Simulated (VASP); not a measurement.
# Si2Mo (I4/mmm) in VASP: single point with PBE

Aim: the single point of Si2Mo with PBE.

Program: VASP 6.6.1. These are calculated values, not measurements. Logs are shortened: lines on timing, memory, paths and dates and some standing lists are left out, and cuts for length are marked.

**1. The cell of the first run**

It takes space group I4/mmm (No. 139, tetragonal). The conventional cell has a = 3.217 Å, b = 3.217 Å, c = 7.873 Å, α = 90.00°, β = 90.00°, γ = 90.00°. Si (site symmetry 4mm) has 9 Si at 2.60 to 3.22 Å and 5 Mo at 2.62 to 2.64 Å within 3.4 Å. Within 3.5 Å of Mo (site symmetry 4/mmm) lie 10 Si at 2.62 to 2.64 Å and 4 Mo at 3.22 Å.

**2. Single point, PBE**

Input file INCAR:

```
PREC = Accurate ; ENCUT = 520
EDIFF = 1E-6 ; ISMEAR = 0
SIGMA = 0.15 ; LREAL = F
LASPH = T ; NELM = 100
ALGO = Normal ; ISIF = 2
LWAVE = F ; LCHARG = F
GGA = PE ; NBANDS = 18
```

Input file KPOINTS:

```
Automatic mesh
0
Gamma
  18 18 18
```

Input file POSCAR:

```
Si2Mo
1.0
   -1.6084858705      1.6084858705      3.9366136217
    1.6084858705     -1.6084858705      3.9366136217
    1.6084858705      1.6084858705     -3.9366136217
Si Mo
2 1
Direct
    0.3350971189      0.3350971189      0.0000000000
    0.6649028811      0.6649028811      0.0000000000
    0.0000000000      0.0000000000      0.0000000000
```

Potentials or basis: VASP PAW PBE potentials, release 64 (Si, Mo_sv).

On the command line:

```sh
$ cat potpaw_PBE.64/Si/POTCAR potpaw_PBE.64/Mo_sv/POTCAR > POTCAR
$ mpirun -np 1 vasp_std > vasp.out
```

OUTCAR:

```text
PREC = Accurate
   ENCUT = 520
   EDIFF = 1E-6
   ISMEAR = 0
   LREAL = F
   LASPH = T
   NELM = 100
   ISIF = 2
   GGA = PE

 ion  position               nearest neighbor table
   1  0.335  0.335  0.000-   2 2.60   3 2.62   3 2.62   3 2.62   3 2.62   3 2.64   2 2.64   2 2.64
                             2 2.64   2 2.64
   2  0.665  0.665  0.000-   1 2.60   3 2.62   3 2.62   3 2.62   3 2.62   3 2.64   1 2.64   1 2.64
                             1 2.64   1 2.64
   3  0.000  0.000  0.000-   2 2.62   2 2.62   2 2.62   1 2.62   2 2.62   1 2.62   1 2.62   1 2.62
                             1 2.64   2 2.64

  LATTYP: Found a body centered tetragonal cell.
 ALAT       =     3.2169717410
 C/A-ratio  =     2.4474032964

  Lattice vectors:

 A1 = (  -1.6084858705,   1.6084858705,   3.9366136217)
 A2 = (   1.6084858705,  -1.6084858705,   3.9366136217)
 A3 = (   1.6084858705,   1.6084858705,  -3.9366136217)

Analysis of symmetry for initial positions (statically):
=====================================================================
 Subroutine PRICEL returns:
 Original cell was already a primitive cell.

 Routine SETGRP: Setting up the symmetry group for a
 body centered tetragonal supercell.

 Subroutine GETGRP returns: Found 16 space group operations
 (whereof 16 operations were pure point group operations)
 out of a pool of 16 trial point group operations.

The static configuration has the point symmetry D_4h.

Analysis of symmetry for dynamics (positions and initial velocities):
=====================================================================
 Subroutine PRICEL returns:
 Original cell was already a primitive cell.

 Routine SETGRP: Setting up the symmetry group for a
 body centered tetragonal supercell.

 Subroutine GETGRP returns: Found 16 space group operations
 (whereof 16 operations were pure point group operations)
 out of a pool of 16 trial point group operations.

The dynamic configuration has the point symmetry D_4h.

 Subroutine INISYM returns: Found 16 space group operations
 (whereof 16 operations are pure point group operations),
 and found     1 'primitive' translations

----------------------------------------------------------------------------------------

                                     Primitive cell

  volume of cell :      40.7396

  direct lattice vectors                    reciprocal lattice vectors
    -1.608485871  1.608485871  3.936613622     0.000000000  0.310851347  0.127012719
     1.608485871 -1.608485871  3.936613622     0.310851347  0.000000000  0.127012719
     1.608485871  1.608485871 -3.936613622     0.310851347  0.310851347  0.000000000

  length of vectors
     4.546578977  4.546578977  4.546578977     0.335798736  0.335798736  0.439610191

  position of ions in fractional coordinates (direct lattice)
     0.335097119  0.335097119  0.000000000
     0.664902881  0.664902881  0.000000000
     0.000000000  0.000000000  0.000000000

  ion indices of the primitive-cell ions
   primitive index   ion index
                 1           1
                 2           2
                 3           3

----------------------------------------------------------------------------------------

 KPOINTS: Automatic mesh

Automatic generation of k-mesh.
 Grid dimensions read from file:
 generate k-points for:   18   18   18

 Generating k-lattice:

  Cartesian coordinates                     Fractional coordinates (reciprocal lattice)
     0.000000000  0.017269519  0.007056262     0.055555556  0.000000000 -0.000000000
     0.017269519  0.000000000  0.007056262     0.000000000  0.055555556 -0.000000000
     0.017269519  0.017269519  0.000000000     0.000000000  0.000000000  0.055555556

  Length of vectors
     0.018655485  0.018655485  0.024422788

  Shift w.r.t. Gamma in fractional coordinates (k-lattice)
     0.000000000  0.000000000  0.000000000

 Subroutine IBZKPT returns following result:
 ===========================================

 Found    480 irreducible k-points:

 Following reciprocal coordinates:
            Coordinates               Weight
  0.000000  0.000000  0.000000      1.000000
  0.055556 -0.000000  0.000000      8.000000
  0.111111 -0.000000  0.000000      8.000000
  0.166667  0.000000 -0.000000      8.000000
  0.222222  0.000000 -0.000000      8.000000
  0.277778  0.000000 -0.000000      8.000000
[... 16 lines left out ...]
 -0.277778  0.055556  0.000000     16.000000
 -0.222222  0.055556  0.000000     16.000000
 [... further k-points ...]
   k-points           NKPTS =    480   k-points in BZ     NKDIM =    480   number of bands    NBANDS=     18
   number of dos      NEDOS =    301   number of ions     NIONS =      3
   total plane-waves  NPLWV =  46656
   dimension x,y,z NGX =    36 NGY =   36 NGZ =   36
   dimension x,y,z NGXF=    72 NGYF=   72 NGZF=   72
   ions per type =               2   1
   NGX,Y,Z   is equivalent  to a cutoff of  13.16, 13.16, 13.16 a.u.
   NGXF,Y,Z  is equivalent  to a cutoff of  26.33, 26.33, 26.33 a.u.
 SYSTEM =  unknown system
   PREC   = accura    normal or accurate (medium, high low for compatibility)
   ISTART =      0    job   : 0-new  1-cont  2-samecut
   ICHARG =      2    charge: 1-file 2-atom 10-const
   ISPIN  =      1    spin polarized calculation?
   LNONCOLLINEAR =      F non collinear calculations
   LSORBIT =      F    spin-orbit coupling
   LASPH  =      T    aspherical Exc in radial PAW
   ENCUT  =  520.0 eV  38.22 Ry    6.18 a.u.   8.45  8.45  8.45*2*pi/ulx,y,z
   NELM   =    100;   NELMIN=  2; NELMDL= -5     # of ELM steps
   EDIFF  = 0.1E-05   stopping-criterion for ELM
   LREAL  =      F    real-space projection
   EDIFFG = 0.1E-04   stopping-criterion for IOM
   NSW    =      0    number of steps for IOM
   IBRION =     -1    ionic relax: 0-MD 1-quasi-New 2-CG
   NFREE  =      0    steps in history (QN), initial steepest desc. (CG)
   ISIF   =      2    stress and relaxation
   ISYM   =      2    0-nonsym 1-usesym 2-fastsym
   POTIM  = 0.5000    time-step for ionic-motion
   TEBEG  =    0.0;   TEEND  =   0.0 temperature during run
   PSTRESS=    0.0 pullay stress
   NELECT =      22.0000    total number of electrons
   NUPDOWN=      -1.0000    fix difference up-down
   EMIN   =  10.00;   EMAX   =-10.00  energy-range for DOS
   EFERMI =   0.00;   METHOD = LEGACY
   ISMEAR =     0;   SIGMA  =   0.15  broadening in eV -4-tet -1-fermi 0-gaus
   EFERMI_NEDOS =   21; number of points for ismear=-14 and -15
   IALGO  =     38    algorithm
   IMIX   =      4    mixing-type and parameters
     AMIX     =   0.40;   BMIX     =  1.00
     AMIX_MAG =   1.60;   BMIX_MAG =  1.00
  volume/ion in A,a.u.               =      13.58        91.64
  Fermi-wavevector in a.u.,A,eV,Ry     =   1.333143  2.519274 24.181218  1.777269
  Thomas-Fermi vector in A             =   2.462024
   LORBIT       =      0    0 simple, 1 ext, 2 COOP (PROOUT), +10 PAW based schemes
   GGA     = PE    functional components
   LHFCALC =     F    Hartree Fock is set to
   AEXX    =    0.0000 exact exchange contribution
   IVDW    =     0    specifies the selected vdW correction
   LEPSILON=     F    determine dielectric tensor
   LRPA    =     F    only Hartree local field effects (RPA)
 non-spin polarized calculation
 Gauss-broadening in eV      SIGMA  =   0.15
  energy-cutoff  :      520.00
  volume of cell :       40.74
 maximum number of plane-waves:      1134
 NGX is ok and might be reduce to    36
   NGX = 17   NGY = 17   NGZ = 17

 number of electron      22.0000000 magnetization

 Free energy of the ion-electron system (eV)
  ---------------------------------------------------
  ext. energy  EPLUGINS =         0.00000000
  ---------------------------------------------------
  free energy    TOTEN  =       -23.26300038 eV

  energy without entropy =      -23.26031469  energy(sigma->0) =      -23.26165754

 E-fermi :  12.0669     XC(G=0): -12.3687

 val. band max:       12.0635014261   @ k =  -0.0556   0.0556   0.0000
 cond. band min:      12.0672585639   @ k =   0.0556   0.0556   0.0000
 fundamental gap:      0.0037571378
 Fermi energy:        12.0669103437

 k-point     1 :       0.0000    0.0000    0.0000
  band No.  band energies     occupation
      1     -48.6651      2.00000
      2     -22.8064      2.00000
      3     -22.7395      2.00000
      4     -22.7395      2.00000
      5      -1.2501      2.00000
      6       5.7641      2.00000
[... 10 lines left out ...]
     17      17.1191      0.00000
     18      17.1191      0.00000

 k-point     2 :       0.0556   -0.0000    0.0000
  band No.  band energies     occupation
      1     -48.6646      2.00000
      2     -22.8059      2.00000
      3     -22.7470      2.00000
      4     -22.7388      2.00000
      5      -1.1945      2.00000
      6       5.7663      2.00000
[... 10 lines left out ...]
     17      17.1545      0.00000
     18      17.4902      0.00000

 k-point     3 :       0.1111   -0.0000    0.0000
  band No.  band energies     occupation
      1     -48.6631      2.00000
      2     -22.8043      2.00000
      3     -22.7683      2.00000
      4     -22.7368      2.00000
      5      -1.0289      2.00000
      6       5.7618      2.00000
[... 10 lines left out ...]
     17      17.3378      0.00000
     18      18.3016      0.00000

 k-point     4 :       0.1667    0.0000   -0.0000
  band No.  band energies     occupation
      1     -48.6608      2.00000
      2     -22.8028      2.00000
      3     -22.8000      2.00000
      4     -22.7338      2.00000
      5      -0.7571      2.00000
      6       5.7108      2.00000
[... 10 lines left out ...]
     17      17.8302      0.00000
     18      19.3207      0.00000

 k-point     5 :       0.2222    0.0000   -0.0000
  band No.  band energies     occupation
      1     -48.6580      2.00000
      2     -22.8408      2.00000
      3     -22.7987      2.00000
      4     -22.7301      2.00000
      5      -0.3852      2.00000
      6       5.5340      2.00000
[... 10 lines left out ...]
     17      18.5172      0.00000
     18      20.4498      0.00000

 k-point     6 :       0.2778    0.0000   -0.0000
  band No.  band energies     occupation
      1     -48.6550      2.00000
      2     -22.8828      2.00000
      3     -22.7955      2.00000
      4     -22.7261      2.00000
      5       0.0785      2.00000
      6       5.1624      2.00000
[... 10 lines left out ...]
     17      19.0249      0.00000
     18      20.9932      0.00000

 k-point     7 :       0.3333    0.0000   -0.0000
  band No.  band energies     occupation
      1     -48.6522      2.00000
      2     -22.9220      2.00000
      3     -22.7924      2.00000
      4     -22.7223      2.00000
      5       0.6233      2.00000
      6       4.6255      2.00000
[... 10 lines left out ...]
     17      18.9624      0.00000
     18      21.1821      0.00000

 k-point     8 :       0.3889    0.0000   -0.0000
  band No.  band energies     occupation
      1     -48.6499      2.00000
      2     -22.9538      2.00000
      3     -22.7899      2.00000
      4     -22.7193      2.00000
      5       1.2363      2.00000
      6       3.9909      2.00000
[... 10 lines left out ...]
     17      18.6547      0.00000
     18      20.2673      0.00000
[... 229 lines left out ...]
     17      18.9243      0.00000
     18      19.5072      0.00000

 k-point    20 :      -0.4444    0.0556    0.0000
  band No.  band energies     occupation
      1     -48.6479      2.00000
      2     -22.9733      2.00000
      3     -22.7872      2.00000
      4     -22.7242      2.00000
      5       1.8548      2.00000
      6       3.4123      2.00000
[... 10 lines left out ...]
     17      18.9758      0.00000
     18      19.9951      0.00000

 k-point    21 :      -0.3889    0.0556    0.0000
  band No.  band energies     occupation
      1     -48.6494      2.00000
      2     -22.9527      2.00000
      3     -22.7886      2.00000
      4     -22.7263      2.00000
      5       1.1946      2.00000
      6       4.1044      2.00000
[... 10 lines left out ...]
     17      19.0565      0.00000
     18      20.8292      0.00000

 k-point    22 :      -0.3333    0.0556    0.0000
  band No.  band energies     occupation
      1     -48.6517      2.00000
      2     -22.9209      2.00000
      3     -22.7909      2.00000
      4     -22.7294      2.00000
      5       0.5898      2.00000
      6       4.7669      2.00000
[... 10 lines left out ...]
     17      19.0982      0.00000
     18      20.4706      0.00000

 k-point    23 :      -0.2778    0.0556    0.0000
  band No.  band energies     occupation
      1     -48.6546      2.00000
      2     -22.8818      2.00000
      3     -22.7939      2.00000
      4     -22.7332      2.00000
      5       0.0561      2.00000
      6       5.3626      2.00000
[... 10 lines left out ...]
     17      18.8453      0.00000
     18      20.2899      0.00000

 k-point    24 :      -0.2222    0.0556    0.0000
  band No.  band energies     occupation
      1     -48.6575      2.00000
      2     -22.8399      2.00000
      3     -22.7971      2.00000
      4     -22.7372      2.00000
      5      -0.3940      2.00000
      6       5.7928      2.00000
[... 10 lines left out ...]
     17      18.2120      0.00000
     18      20.4410      0.00000

 [... further k-points ...]

------------------------ aborting loop because EDIFF is reached ----------------------------------------

  FORCE on cell =-STRESS in cart. coord.  units (eV):
  Direction    XX          YY          ZZ          XY          YZ          ZX
  --------------------------------------------------------------------------------------
  -------------------------------------------------------------------------------------
  Total        0.0400314      0.0400314      0.0356062      0.0000000      0.0000000     -0.0000000
  in kB        1.5743243      1.5743243      1.4002936      0.0000000      0.0000000     -0.0000000
  external PRESSURE =       1.5163140 kB  Pullay stress =       0.0000000 kB

 VOLUME and BASIS-vectors are now :
 -----------------------------------------------------------------------------
  energy-cutoff  :      520.00
  volume of cell :       40.74
      direct lattice vectors                 reciprocal lattice vectors
    -1.608485871  1.608485871  3.936613622     0.000000000  0.310851347  0.127012719
     1.608485871 -1.608485871  3.936613622     0.310851347  0.000000000  0.127012719
     1.608485871  1.608485871 -3.936613622     0.310851347  0.310851347  0.000000000

 POSITION                                       TOTAL-FORCE (eV/Angst)
 -----------------------------------------------------------------------------------
      0.00000      0.00000      2.63830         0.000000      0.000000     -0.003463
      0.00000      0.00000      5.23493        -0.000000     -0.000000      0.003463
      0.00000      0.00000      0.00000         0.000000      0.000000     -0.000000
 -----------------------------------------------------------------------------------
    total drift:                                0.000000      0.000000     -0.000000

  FREE ENERGIE OF THE ION-ELECTRON SYSTEM (eV)
  ---------------------------------------------------
  free  energy   TOTEN  =       -23.2630003840 eV

  energy  without entropy=      -23.2603146906  energy(sigma->0) =      -23.26165754
```

Wall time 8.5 min (1 thread of Intel Xeon 8259CL, shared host); peak memory 0.47 GiB.

Results:

| Item | Value |
| --- | --- |
| Free energy | -23.2630 eV |
| Pressure | 0.2 GPa |
| Largest force | 0.003 eV/Å |
| Band gap on the k mesh | zero (bands 11 and 12 overlap by 0.94 eV) |

Forces on the atoms (eV/Å):
```
Si   0.000  0.000 -0.003
Si   0.000  0.000  0.003
Mo   0.000  0.000  0.000
```
